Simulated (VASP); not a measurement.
# NaF (I4/mmm) in VASP: notebook, part 2 of 2

VASP 6.6.1. Earlier steps stand in the parts before.

## 5. Single point, PBE

This run uses another cell than the first one, of the same volume but with other edges.

INCAR

```
SYSTEM = NaF
PREC = Accurate
ENCUT = 520
EDIFF = 1E-7
ISMEAR = 0
SIGMA = 0.05
LREAL = .FALSE.
LASPH = .TRUE.
NELM = 60
ALGO = Normal
ISIF = 2
LWAVE = .FALSE.
LCHARG = .FALSE.
GGA = PE
NBANDS = 14
```

KPOINTS

```
Automatic mesh
0
G
  10 10 10
  0 0 0
```

POSCAR

```
NaF
1.0
    0.0000000000      2.1863090059      2.6235708071
    2.1863090059      0.0000000000      2.6235708071
    2.1863090059      2.1863090059      0.0000000000
Na F
1 1
Direct
    0.0000000000      0.0000000000      0.0000000000
    0.5000000000      0.5000000000      0.5000000000
```

Potentials or basis: VASP PAW PBE potentials, release 64 (Na_pv, F).

On the command line:

```bash
$ cat potpaw_PBE.64/Na_pv/POTCAR potpaw_PBE.64/F/POTCAR > POTCAR
$ mpirun -np 1 vasp_std > vasp.out
```

OUTCAR:

```text
SYSTEM = NaF
   PREC = Accurate
   ENCUT = 520
   EDIFF = 1E-7
   ISMEAR = 0
   LREAL = .FALSE.
   LASPH = .TRUE.
   NELM = 60
   ISIF = 2
   GGA = PE

 ion  position               nearest neighbor table
   1  0.000  0.000  0.000-   2 2.19   2 2.19   2 2.19   2 2.19
   2  0.500  0.500  0.500-   1 2.19   1 2.19   1 2.19   1 2.19

  LATTYP: Found a body centered tetragonal cell.
 ALAT       =     3.0919078477
 C/A-ratio  =     1.6970562749

  Lattice vectors:

 A1 = (  -2.1863090059,   0.0000000000,   2.6235708071)
 A2 = (   2.1863090059,   0.0000000000,   2.6235708071)
 A3 = (   0.0000000000,   2.1863090059,  -2.6235708071)

Analysis of symmetry for initial positions (statically):
=====================================================================
 Subroutine PRICEL returns:
 Original cell was already a primitive cell.

 Routine SETGRP: Setting up the symmetry group for a
 body centered tetragonal supercell.

 Subroutine GETGRP returns: Found 16 space group operations
 (whereof 16 operations were pure point group operations)
 out of a pool of 16 trial point group operations.

The static configuration has the point symmetry D_4h.

Analysis of symmetry for dynamics (positions and initial velocities):
=====================================================================
 Subroutine PRICEL returns:
 Original cell was already a primitive cell.

 Routine SETGRP: Setting up the symmetry group for a
 body centered tetragonal supercell.

 Subroutine GETGRP returns: Found 16 space group operations
 (whereof 16 operations were pure point group operations)
 out of a pool of 16 trial point group operations.

The dynamic configuration has the point symmetry D_4h.

 Subroutine INISYM returns: Found 16 space group operations
 (whereof 16 operations are pure point group operations),
 and found     1 'primitive' translations

----------------------------------------------------------------------------------------

                                     Primitive cell
[... 121 lines left out ...]
   LRPA    =     F    only Hartree local field effects (RPA)
 non-spin polarized calculation
 Gauss-broadening in eV      SIGMA  =   0.05
  energy-cutoff  :      520.00
  volume of cell :       25.08
 maximum number of plane-waves:       690
 NGX is ok and might be reduce to    28

 number of electron      14.0000003 magnetization

 Free energy of the ion-electron system (eV)
  ---------------------------------------------------
  ext. energy  EPLUGINS =         0.00000000
  ---------------------------------------------------
  free energy    TOTEN  =        -8.43663344 eV

  energy without entropy =       -8.43663344  energy(sigma->0) =       -8.43663344

 E-fermi :  -1.8466     XC(G=0):  -9.0693

 val. band max:       -2.1181734161   @ k =   0.0000   0.0000   0.0000
 cond. band min:       4.0742602503   @ k =   0.0000   0.0000   0.0000
 fundamental gap:      6.1924336664
 Fermi energy:        -1.8466274887

 k-point     1 :       0.0000    0.0000    0.0000
  band No.  band energies     occupation
      1     -21.3287      2.00000
      2     -21.0404      2.00000
      3     -20.9610      2.00000
      4     -20.9610      2.00000
      5      -2.1760      2.00000
      6      -2.1182      2.00000
      7      -2.1182      2.00000
      8       4.0743      0.00000
      9      16.2175      0.00000
     10      17.5366      0.00000
     11      17.5366      0.00000
     12      19.6410      0.00000
     13      19.9949      0.00000
     14      21.8858      0.00000
[... 377 lines left out ...]
      1     -21.4541      2.00000
      2     -21.0882      2.00000
      3     -20.9791      2.00000
      4     -20.7478      2.00000
      5      -3.3165      2.00000
      6      -2.4000      2.00000
      7      -2.2997      2.00000
      8       7.7679      0.00000
      9      12.7731      0.00000
     10      13.3025      0.00000
     11      18.3640      0.00000
     12      18.8442      0.00000
     13      22.8486      0.00000
     14      26.1515      0.00000

 [... further k-points ...]

------------------------ aborting loop because EDIFF is reached ----------------------------------------

  FORCE on cell =-STRESS in cart. coord.  units (eV):
  Direction    XX          YY          ZZ          XY          YZ          ZX
  --------------------------------------------------------------------------------------
  -------------------------------------------------------------------------------------
  Total        1.5115532      1.5115532     -0.5100830      0.0000000      0.0000000      0.0000000
  in kB       96.5579775     96.5579775    -32.5840858      0.0000000      0.0000000      0.0000000
  external PRESSURE =      53.5106231 kB  Pullay stress =       0.0000000 kB

 VOLUME and BASIS-vectors are now :
 -----------------------------------------------------------------------------
  energy-cutoff  :      520.00
  volume of cell :       25.08
      direct lattice vectors                 reciprocal lattice vectors
     0.000000000  2.186309006  2.623570807    -0.228695943  0.228695943  0.190579953
     2.186309006  0.000000000  2.623570807     0.228695943 -0.228695943  0.190579953
     2.186309006  2.186309006  0.000000000     0.228695943  0.228695943 -0.190579953

 POSITION                                       TOTAL-FORCE (eV/Angst)
 -----------------------------------------------------------------------------------
      0.00000      0.00000      0.00000         0.000000     -0.000000      0.000000
      2.18631      2.18631      2.62357        -0.000000      0.000000      0.000000
 -----------------------------------------------------------------------------------
    total drift:                                0.000000      0.000000      0.000000

  FREE ENERGIE OF THE ION-ELECTRON SYSTEM (eV)
  ---------------------------------------------------
  free  energy   TOTEN  =        -8.4366334428 eV

  energy  without entropy=       -8.4366334428  energy(sigma->0) =       -8.43663344
```

OSZICAR:

```text
N       E                     dE             d eps       ncg     rms          rms(c)
DAV:   1     0.109877641508E+03    0.10988E+03   -0.77500E+03  2898   0.122E+03
DAV:   2    -0.380250587732E+01   -0.11368E+03   -0.10534E+03  3144   0.344E+02
DAV:   3    -0.935530868966E+01   -0.55528E+01   -0.55420E+01  3516   0.693E+01
DAV:   4    -0.940072342379E+01   -0.45415E-01   -0.45412E-01  3312   0.679E+00
DAV:   5    -0.940117504313E+01   -0.45162E-03   -0.45162E-03  3600   0.678E-01    0.560E+00
DAV:   6    -0.844596519578E+01    0.95521E+00   -0.33104E+00  3840   0.157E+01    0.184E+00
DAV:   7    -0.843449729284E+01    0.11468E-01   -0.33724E-02  2922   0.207E+00    0.109E+00
DAV:   8    -0.843598684281E+01   -0.14895E-02   -0.29880E-02  3078   0.318E+00    0.161E-01
DAV:   9    -0.843669870930E+01   -0.71187E-03   -0.48052E-03  3870   0.661E-01    0.117E-01
DAV:  10    -0.843662788127E+01    0.70828E-04   -0.90734E-04  3120   0.383E-01    0.177E-02
DAV:  11    -0.843663229743E+01   -0.44162E-05   -0.28146E-05  3498   0.551E-02    0.360E-03
DAV:  12    -0.843663316887E+01   -0.87143E-06   -0.16272E-06  3156   0.130E-02    0.158E-03
DAV:  13    -0.843663341041E+01   -0.24154E-06   -0.36810E-07  3486   0.921E-03    0.921E-04
DAV:  14    -0.843663344284E+01   -0.32430E-07   -0.75775E-08  1866   0.291E-03
   1 F= -.84366334E+01 E0= -.84366334E+01  d E =-.926684E-17
```

Run time: 76 s. Hardware: 1 thread of AMD EPYC 7R13, shared host; peak memory 0.13 GiB.

What came out:

- Free energy: -8.4366 eV
- Pressure: 5.4 GPa
- Band gap on the k mesh: 6.19 eV

Stress tensor (GPa, compression positive):
```
 9.66  0.00  0.00
 0.00  9.66  0.00
 0.00  0.00 -3.26
```

Levels at points of the mesh, in eV from the valence-band top:
| k point | band 5 | band 6 | band 7 | band 8 | band 9 | band 10 |
| --- | --- | --- | --- | --- | --- | --- |
| (0.00, 0.00, 0.00) | -0.06 | 0.00 | 0.00 | 6.19 | 18.34 | 19.65 |
| (0.50, 0.00, 0.00) | -1.60 | -0.37 | -0.21 | 10.70 | 12.31 | 18.80 |
| (0.50, 0.50, 0.00) | -1.40 | -0.22 | -0.22 | 11.54 | 13.30 | 14.53 |
| (0.50, 0.00, 0.50) | -1.18 | -0.64 | -0.35 | 12.96 | 13.80 | 13.92 |

Caveat: the cell stands under pressure. A k mesh can miss the band edges.

## 6. Summary

| cell | gap on the mesh (eV) | pressure (GPa) |
| --- | --- | --- |
| a = 3.194, b = 3.194, c = 3.688 Å, angles 54.7, 54.7, 70.5°, 2 atoms | 5.74 | 23.3 |
| a = 3.585, b = 3.585, c = 2.927 Å, angles 65.9, 65.9, 48.2°, 2 atoms | 6.00 | 14.6 |
| a = 3.219, b = 3.219, c = 3.469 Å, angles 57.4, 57.4, 65.2°, 2 atoms | 6.20 | 5.5 |
| a = 3.415, b = 3.415, c = 3.092 Å, angles 63.1, 63.1, 53.8°, 2 atoms | 6.19 | 5.4 |

Alike in all rows: task single point; level PBE; potentials or basis VASP PAW PBE potentials, release 64 (Na_pv, F); no spin polarisation; k mesh 10 × 10 × 10; cutoff (eV) 520; smearing gaussian 0.05 eV.

Caveats: the cell stands under pressure.

Absolute energies hang on the potentials; compare differences alone.
